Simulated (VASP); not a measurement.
# BP (I-4m2) in VASP: a series of runs

BP is run at these levels: PBE; tasks: single point.

Program: VASP 6.6.1. These are calculated values, not measurements. Logs are shortened: lines on timing, memory, paths and dates and some standing lists are left out, and cuts for length are marked.

## Step 1: The cell of the first run

It takes space group I-4m2 (No. 119, tetragonal). The conventional cell has a = 2.952 Å, b = 2.952 Å, c = 4.720 Å, α = 90.00°, β = 90.00°, γ = 90.00°. Within 2.5 Å of B (site symmetry -4m2) lie 4 P at 1.89 Å. Within 2.5 Å of P (site symmetry -4m2) lie 4 B at 1.89 Å.

## Step 2: Single point, PBE (strain -0.080 along x and y, +0.040 along z)

INCAR reads:

```
SYSTEM = BP
  PREC = Accurate
  ENCUT = 520
  EDIFF = 1E-6
  ISMEAR = 0
  SIGMA = 0.05
  LREAL = .FALSE.
  LASPH = .TRUE.
  NELM = 80
  ALGO = Normal
  ISIF = 2
  LWAVE = .FALSE.
  LCHARG = .FALSE.
  GGA = PE
  NBANDS = 11
```

KPOINTS reads:

```
regular mesh
0
G
  10 10 10
  0 0 0
```

POSCAR reads:

```
BP
1.0
    0.0000000000      2.0874800000      2.3597600000
    2.0874800000      0.0000000000      2.3597600000
    2.0874800000      2.0874800000      0.0000000000
B P
1 1
Direct
    0.0000000000      0.0000000000      0.0000000000
    0.7500000000      0.7500000000      0.7500000000
```

Potentials or basis: VASP PAW PBE potentials, release 64 (B, P).

Command:

```console
cat potpaw_PBE.64/B/POTCAR potpaw_PBE.64/P/POTCAR > POTCAR
mpirun -np 1 vasp_std > vasp.out
```

OUTCAR:

```text
SYSTEM = BP
   PREC = Accurate
   ENCUT = 520
   EDIFF = 1E-6
   ISMEAR = 0
   LREAL = .FALSE.
   LASPH = .TRUE.
   NELM = 80
   ISIF = 2
   GGA = PE

 ion  position               nearest neighbor table
   1  0.000  0.000  0.000-   2 1.89   2 1.89   2 1.89   2 1.89
   2  0.750  0.750  0.750-   1 1.89   1 1.89   1 1.89   1 1.89

  LATTYP: Found a body centered tetragonal cell.
 ALAT       =     2.9521425272
 C/A-ratio  =     1.5986762009

  Lattice vectors:

 A1 = (  -2.0874800000,   0.0000000000,   2.3597600000)
 A2 = (   2.0874800000,   0.0000000000,   2.3597600000)
 A3 = (   0.0000000000,   2.0874800000,  -2.3597600000)

Analysis of symmetry for initial positions (statically):
=====================================================================
 Subroutine PRICEL returns:
 Original cell was already a primitive cell.

 Routine SETGRP: Setting up the symmetry group for a
 body centered tetragonal supercell.

 Subroutine GETGRP returns: Found  8 space group operations
 (whereof  8 operations were pure point group operations)
 out of a pool of 16 trial point group operations.

The static configuration has the point symmetry D_2d.

Analysis of symmetry for dynamics (positions and initial velocities):
=====================================================================
 Subroutine PRICEL returns:
 Original cell was already a primitive cell.

 Routine SETGRP: Setting up the symmetry group for a
 body centered tetragonal supercell.

 Subroutine GETGRP returns: Found  8 space group operations
 (whereof  8 operations were pure point group operations)
 out of a pool of 16 trial point group operations.

The dynamic configuration has the point symmetry D_2d.

 Subroutine INISYM returns: Found  8 space group operations
 (whereof  8 operations are pure point group operations),
 and found     1 'primitive' translations

----------------------------------------------------------------------------------------

                                     Primitive cell

  volume of cell :      20.5657

  direct lattice vectors                    reciprocal lattice vectors
     0.000000000  2.087480000  2.359760000    -0.239523253  0.239523253  0.211885955
     2.087480000  0.000000000  2.359760000     0.239523253 -0.239523253  0.211885955
     2.087480000  2.087480000  0.000000000     0.239523253  0.239523253 -0.211885955

  length of vectors
     3.150561856  3.150561856  2.952142527     0.399547788  0.399547788  0.399547788

  position of ions in fractional coordinates (direct lattice)
     0.000000000  0.000000000  0.000000000
     0.750000000  0.750000000  0.750000000

  ion indices of the primitive-cell ions
   primitive index   ion index
                 1           1
                 2           2

----------------------------------------------------------------------------------------

 KPOINTS: regular mesh

Automatic generation of k-mesh.
 Grid dimensions read from file:
 generate k-points for:   10   10   10

 Generating k-lattice:

  Cartesian coordinates                     Fractional coordinates (reciprocal lattice)
    -0.023952325  0.023952325  0.021188595     0.100000000  0.000000000  0.000000000
     0.023952325 -0.023952325  0.021188595     0.000000000  0.100000000  0.000000000
     0.023952325  0.023952325 -0.021188595    -0.000000000 -0.000000000  0.100000000

  Length of vectors
     0.039954779  0.039954779  0.039954779

  Shift w.r.t. Gamma in fractional coordinates (k-lattice)
     0.000000000  0.000000000  0.000000000

 Subroutine IBZKPT returns following result:
 ===========================================

 Found    102 irreducible k-points:

 Following reciprocal coordinates:
            Coordinates               Weight
  0.000000  0.000000  0.000000      1.000000
  0.100000  0.000000  0.000000      8.000000
  0.200000  0.000000  0.000000      8.000000
  0.300000  0.000000  0.000000      8.000000
  0.400000  0.000000  0.000000      8.000000
  0.500000 -0.000000  0.000000      4.000000
[... 16 lines left out ...]
  0.300000  0.300000  0.000000      2.000000
  0.400000  0.300000  0.000000      8.000000
 [... further k-points ...]
   k-points           NKPTS =    102   k-points in BZ     NKDIM =    102   number of bands    NBANDS=     11
   number of dos      NEDOS =    301   number of ions     NIONS =      2
   total plane-waves  NPLWV =  13824
   dimension x,y,z NGX =    24 NGY =   24 NGZ =   24
   dimension x,y,z NGXF=    48 NGYF=   48 NGZF=   48
   ions per type =               1   1
   NGX,Y,Z   is equivalent  to a cutoff of  12.66, 12.66, 13.52 a.u.
   NGXF,Y,Z  is equivalent  to a cutoff of  25.33, 25.33, 27.03 a.u.
 SYSTEM =  BP
   PREC   = accura    normal or accurate (medium, high low for compatibility)
   ISTART =      0    job   : 0-new  1-cont  2-samecut
   ICHARG =      2    charge: 1-file 2-atom 10-const
   ISPIN  =      1    spin polarized calculation?
   LNONCOLLINEAR =      F non collinear calculations
   LSORBIT =      F    spin-orbit coupling
   LASPH  =      T    aspherical Exc in radial PAW
   ENCUT  =  520.0 eV  38.22 Ry    6.18 a.u.   5.86  5.86  5.49*2*pi/ulx,y,z
   NELM   =     80;   NELMIN=  2; NELMDL= -5     # of ELM steps
   EDIFF  = 0.1E-05   stopping-criterion for ELM
   LREAL  =      F    real-space projection
   EDIFFG = 0.1E-04   stopping-criterion for IOM
   NSW    =      0    number of steps for IOM
   IBRION =     -1    ionic relax: 0-MD 1-quasi-New 2-CG
   NFREE  =      0    steps in history (QN), initial steepest desc. (CG)
   ISIF   =      2    stress and relaxation
   ISYM   =      2    0-nonsym 1-usesym 2-fastsym
   POTIM  = 0.5000    time-step for ionic-motion
   TEBEG  =    0.0;   TEEND  =   0.0 temperature during run
   PSTRESS=    0.0 pullay stress
   NELECT =       8.0000    total number of electrons
   NUPDOWN=      -1.0000    fix difference up-down
   EMIN   =  10.00;   EMAX   =-10.00  energy-range for DOS
   EFERMI =   0.00;   METHOD = LEGACY
   ISMEAR =     0;   SIGMA  =   0.05  broadening in eV -4-tet -1-fermi 0-gaus
   EFERMI_NEDOS =   21; number of points for ismear=-14 and -15
   IALGO  =     38    algorithm
   IMIX   =      4    mixing-type and parameters
     AMIX     =   0.40;   BMIX     =  1.00
     AMIX_MAG =   1.60;   BMIX_MAG =  1.00
  volume/ion in A,a.u.               =      10.28        69.39
  Fermi-wavevector in a.u.,A,eV,Ry     =   1.195063  2.258341 19.431496  1.428175
  Thomas-Fermi vector in A             =   2.331037
   LORBIT       =      0    0 simple, 1 ext, 2 COOP (PROOUT), +10 PAW based schemes
   GGA     = PE    functional components
   LHFCALC =     F    Hartree Fock is set to
   AEXX    =    0.0000 exact exchange contribution
   IVDW    =     0    specifies the selected vdW correction
   LEPSILON=     F    determine dielectric tensor
   LRPA    =     F    only Hartree local field effects (RPA)
 non-spin polarized calculation
 Gauss-broadening in eV      SIGMA  =   0.05
  energy-cutoff  :      520.00
  volume of cell :       20.57
 maximum number of plane-waves:       572
   NGX = 11   NGY = 11   NGZ = 11

 number of electron       7.9999999 magnetization

 Free energy of the ion-electron system (eV)
  ---------------------------------------------------
  ext. energy  EPLUGINS =         0.00000000
  ---------------------------------------------------
  free energy    TOTEN  =       -12.49059157 eV

  energy without entropy =      -12.49050942  energy(sigma->0) =      -12.49055049

 E-fermi :   9.5708     XC(G=0): -11.4811

 val. band max:        9.5379401667   @ k =   0.0000   0.0000   0.0000
 cond. band min:       9.6185082683   @ k =   0.4000   0.0000   0.4000
 fundamental gap:      0.0805681017
 Fermi energy:         9.5707575276

 k-point     1 :       0.0000    0.0000    0.0000
  band No.  band energies     occupation
      1      -7.6214      2.00000
      2       8.0575      2.00000
      3       9.5379      1.64670
      4       9.5379      1.64670
      5      12.5469      0.00000
      6      12.5469      0.00000
      7      13.1339      0.00000
      8      17.7707      0.00000
      9      19.8762      0.00000
     10      21.5538      0.00000
     11      22.6664      0.00000

 k-point     2 :       0.1000    0.0000    0.0000
  band No.  band energies     occupation
      1      -7.4201      2.00000
      2       7.3226      2.00000
      3       8.5114      2.00000
      4       9.2649      2.00000
      5      12.7086      0.00000
      6      13.0211      0.00000
      7      13.8412      0.00000
      8      18.0315      0.00000
      9      19.5630      0.00000
     10      22.1840      0.00000
     11      22.3346      0.00000

 k-point     3 :       0.2000    0.0000    0.0000
  band No.  band energies     occupation
      1      -6.8221      2.00000
      2       5.0908      2.00000
      3       7.4857      2.00000
      4       8.7832      2.00000
      5      12.6665      0.00000
      6      13.9544      0.00000
      7      14.6534      0.00000
      8      18.7000      0.00000
      9      19.8638      0.00000
     10      21.1040      0.00000
     11      23.3495      0.00000

 k-point     4 :       0.3000    0.0000    0.0000
  band No.  band energies     occupation
      1      -5.8527      2.00000
      2       2.5424      2.00000
      3       6.7809      2.00000
      4       8.3996      2.00000
      5      12.3101      0.00000
      6      14.5879      0.00000
      7      14.9361      0.00000
      8      19.7583      0.00000
      9      20.7427      0.00000
     10      21.0393      0.00000
     11      24.1490      0.00000
[... 239 lines left out ...]
 k-point    22 :      -0.2000    0.2000    0.0000
  band No.  band energies     occupation
      1      -5.3748      2.00000
      2       3.0388      2.00000
      3       3.8175      2.00000
      4       8.6821      2.00000
      5      14.2115      0.00000
      6      14.7718      0.00000
      7      15.3915      0.00000
      8      17.9660      0.00000
      9      19.2282      0.00000
     10      23.6375      0.00000
     11      24.9012      0.00000

 k-point    23 :       0.3000    0.3000    0.0000
  band No.  band energies     occupation
      1      -5.6244      2.00000
      2       2.8701      2.00000
      3       6.3205      2.00000
      4       6.3205      2.00000
      5      11.4580      0.00000
      6      13.4186      0.00000
      7      18.5910      0.00000
      8      18.5910      0.00000
      9      22.4717      0.00000
     10      25.3599      0.00000
     11      26.3378      0.00000

 k-point    24 :       0.4000    0.3000    0.0000
  band No.  band energies     occupation
      1      -4.8003      2.00000
      2       1.6796      2.00000
      3       5.0543      2.00000
      4       6.0632      2.00000
      5      11.7667      0.00000
      6      13.6421      0.00000
      7      19.2147      0.00000
      8      19.4861      0.00000
      9      23.3767      0.00000
     10      25.6777      0.00000
     11      27.1023      0.00000

 [... further k-points ...]
[... 5 lines left out ...]
  --------------------------------------------------------------------------------------
  -------------------------------------------------------------------------------------
  Total        5.2959055      5.2959055     -0.1463492      0.0000000      0.0000000      0.0000000
  in kB      412.5801549    412.5801549    -11.4014036      0.0000000      0.0000000      0.0000000
  external PRESSURE =     271.2529687 kB  Pullay stress =       0.0000000 kB

 VOLUME and BASIS-vectors are now :
 -----------------------------------------------------------------------------
  energy-cutoff  :      520.00
  volume of cell :       20.57
      direct lattice vectors                 reciprocal lattice vectors
     0.000000000  2.087480000  2.359760000    -0.239523253  0.239523253  0.211885955
     2.087480000  0.000000000  2.359760000     0.239523253 -0.239523253  0.211885955
     2.087480000  2.087480000  0.000000000     0.239523253  0.239523253 -0.211885955

 POSITION                                       TOTAL-FORCE (eV/Angst)
 -----------------------------------------------------------------------------------
      0.00000      0.00000      0.00000        -0.000000     -0.000000      0.000000
      3.13122      3.13122      3.53964         0.000000      0.000000     -0.000000
 -----------------------------------------------------------------------------------
    total drift:                               -0.000000     -0.000000     -0.000000

  FREE ENERGIE OF THE ION-ELECTRON SYSTEM (eV)
  ---------------------------------------------------
  free  energy   TOTEN  =       -12.4905915657 eV

  energy  without entropy=      -12.4905094180  energy(sigma->0) =      -12.49055049
```

It took 18 s on 1 thread of AMD EPYC 9R45 (Zen 5), shared host; peak memory 0.11 GiB.

Results:

```
Free energy            : -12.4906 eV
Pressure               : 27.1 GPa
Band gap on the k mesh : 0.08 eV, indirect (least direct gap 3.01 eV)
```

Caveat: the cell differs from its parent crystal (strain -0.080 along x and y, +0.040 along z).

## Step 3: Single point, PBE (strain +0.000 along x and y, -0.080 along z)

INCAR reads:

```
  PREC = Accurate
  ENCUT = 520
  EDIFF = 1E-7
  ISMEAR = 0
  SIGMA = 0.05
  LREAL = False
  LASPH = True
  NELM = 80
  ALGO = Normal
  ISIF = 2
  LWAVE = False
  LCHARG = False
  GGA = PE
  NBANDS = 11
```

KPOINTS reads:

```
regular mesh
0
Gamma
  10 10 10
```

POSCAR reads:

```
BP
1.0
    0.0000000000      2.2690000000      2.0874800000
    2.2690000000      0.0000000000      2.0874800000
    2.2690000000      2.2690000000      0.0000000000
B P
1 1
Direct
    0.0000000000      0.0000000000      0.0000000000
    0.7500000000      0.7500000000      0.7500000000
```

Potentials or basis: VASP PAW PBE potentials, release 64 (B, P).

Command:

```console
cat potpaw_PBE.64/B/POTCAR potpaw_PBE.64/P/POTCAR > POTCAR
mpirun -np 1 vasp_std > vasp.out
```

Run time: 20 s. Hardware: 1 thread of AMD EPYC 9R45 (Zen 5), shared host; peak memory 0.11 GiB.

It converged, with:

```yaml
Free_energy: -12.7499 eV
Pressure: 16.7 GPa
Band_gap_on_the_k_mesh: zero (band 4 reaches 8.98 eV, above the bottom of band 5 at 8.84 eV)
```

Stress tensor (GPa, compression positive):
```
 9.89  0.00  0.00
 0.00  9.89  0.00
 0.00  0.00 30.46
```

Levels at points of the mesh, in eV from the Fermi level:
```tsv
k point	band 1	band 2	band 3	band 4	band 5	band 6	band 7	band 8
(0.00, 0.00, 0.00)	-16.61	-0.63	-0.63	0.14	2.88	3.36	3.36	8.22
(0.50, 0.00, 0.00)	-12.93	-10.02	-2.77	-1.71	3.26	3.93	5.54	10.15
(0.50, 0.50, 0.00)	-10.69	-8.83	-5.39	-5.39	0.15	0.39	12.43	12.43
(0.50, 0.00, 0.50)	-11.59	-9.67	-4.53	-4.36	1.14	1.65	11.41	13.20
```

Caveat: the cell differs from its parent crystal (strain +0.000 along x and y, -0.080 along z).

## Step 4: Single point, PBE (strain +0.000 along x and y, -0.040 along z)

INCAR reads:

```
PREC = Accurate
ENCUT = 520
EDIFF = 1E-7
ISMEAR = 0
SIGMA = 0.05
LREAL = False
LASPH = True
NELM = 60
ALGO = Normal
ISIF = 2
LWAVE = False
LCHARG = True
GGA = PE
LELF = True
LVHAR = True
NBANDS = 11
```

KPOINTS is that of step 3.

POSCAR reads:

```
BP
1.0
    0.0000000000      2.2690000000      2.1782400000
    2.2690000000      0.0000000000      2.1782400000
    2.2690000000      2.2690000000      0.0000000000
B P
1 1
Direct
    0.0000000000      0.0000000000      0.0000000000
    0.7500000000      0.7500000000      0.7500000000
```

Command:

```console
cat potpaw_PBE.64/B/POTCAR potpaw_PBE.64/P/POTCAR > POTCAR
mpirun -np 1 vasp_std > vasp.out
```

Run time: 22 s. Hardware: 1 thread of AMD EPYC 9R45 (Zen 5), shared host; peak memory 0.12 GiB.

It converged, with:

| Quantity | Value |
| --- | --- |
| Free energy | -12.8835 eV |
| Pressure | 8.1 GPa |
| Band gap on the k mesh | 0.57 eV, indirect (least direct gap 3.06 eV) |

Stress tensor (GPa, compression positive):
```
 4.60  0.00  0.00
 0.00  4.60  0.00
 0.00  0.00 15.25
```

Levels at points of the mesh, in eV from the valence-band top:
| k point | band 1 | band 2 | band 3 | band 4 | band 5 | band 6 | band 7 | band 8 | band 9 |
| --- | --- | --- | --- | --- | --- | --- | --- | --- | --- |
| (0.00, 0.00, 0.00) | -16.09 | -0.39 | -0.39 | 0.00 | 3.06 | 3.29 | 3.29 | 7.72 | 11.44 |
| (0.50, 0.00, 0.00) | -12.60 | -9.59 | -2.33 | -1.80 | 3.56 | 4.27 | 4.91 | 10.03 | 14.15 |
| (0.50, 0.50, 0.00) | -10.74 | -8.80 | -4.81 | -4.81 | 0.68 | 0.97 | 12.22 | 12.22 | 15.75 |
| (0.50, 0.00, 0.50) | -11.15 | -9.18 | -4.41 | -4.33 | 1.15 | 1.56 | 11.75 | 12.64 | 15.08 |

Caveat: the cell differs from its parent crystal (strain +0.000 along x and y, -0.040 along z). A k mesh can miss the band edges.

## Step 5: Overview

| cell | gap on the mesh (eV) | pressure (GPa) |
| --- | --- | --- |
| a = 3.151, b = 3.151, c = 2.952 Å, angles 62.1, 62.1, 55.9°, 2 atoms | 0.08 | 27.1 |
| a = 3.083, b = 3.083, c = 3.209 Å, angles 58.6, 58.6, 62.7°, 2 atoms | none | 16.7 |
| a = 3.145, b = 3.145, c = 3.209 Å, angles 59.3, 59.3, 61.3°, 2 atoms | 0.57 | 8.1 |

Alike in all rows: task single point; level PBE; potentials or basis VASP PAW PBE potentials, release 64 (B, P); no spin polarisation; k mesh 10 × 10 × 10; cutoff (eV) 520; smearing gaussian 0.05 eV.

Total energies depend on the potentials used, so only differences within one code and one set of settings carry meaning.
